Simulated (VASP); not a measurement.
Wanted: the native input for a VASP 6.6.1 run.

```
Task                   : relaxation of shape and atoms at fixed volume
Functional             : PBE
Potentials or basis    : VASP PAW PBE potentials, release 64 (Ta_pv)
Cutoff                 : 600 eV
k mesh                 : 17 × 17 × 17
Occupations            : fermi-dirac, width 0.1 eV
Spin                   : no spin polarisation
Dipole correction      : no
Further INCAR settings : ALGO = Normal; EDIFF = 1e-07; IBRION = 2; EDIFFG = -0.005; NSW = 50; ISIF = 4
```

The structure of Ta lies in POSCAR:

```
Ta
1.0
   -2.5718295575      2.5718295575      1.3689603549
    2.5718295575     -2.5718295575      1.3689603549
    2.5718295575      2.5718295575     -1.3689603549
Ta
2
Direct
   -0.3750000000     -0.1250000000     -0.2500000000
    0.3750000000      0.1250000000      0.2500000000
```

These files were run (other wordings do the same):

INCAR

```
SYSTEM = Ta
  ALGO = Normal
  EDIFF = 1E-7
  EDIFFG = -0.005
  ENCUT = 600
  GGA = PE
  IBRION = 2
  ISIF = 4
  ISMEAR = -1
  LASPH = .TRUE.
  LCHARG = .FALSE.
  LREAL = .FALSE.
  LWAVE = .FALSE.
  NELM = 80
  NSW = 50
  PREC = Accurate
  SIGMA = 0.1
```

KPOINTS

```
k-points
0
G
  17 17 17
  0 0 0
```

Potentials or basis: VASP PAW PBE potentials, release 64 (Ta_pv).

Run with:

```console
$ cat potpaw_PBE.64/Ta_pv/POTCAR > POTCAR
$ mpirun -np 1 vasp_std > vasp.out
```

Results of the run:

| Item | Value |
| --- | --- |
| Energy gained by relaxing | 0.3 meV/atom |
| Ionic steps | 3 |
| Pressure after relaxing | 15.8 GPa |
| Band gap on the k mesh | zero (bands 11 and 12 overlap by 1.38 eV) |

Caveat: spin-orbit coupling is left out, which moves the levels of the heavy elements.

Run time: 3.7 min on 1 thread of AMD EPYC 9R45 96-Core Processor (Zen 5), with other jobs on the host, peak memory 0.34 GiB.
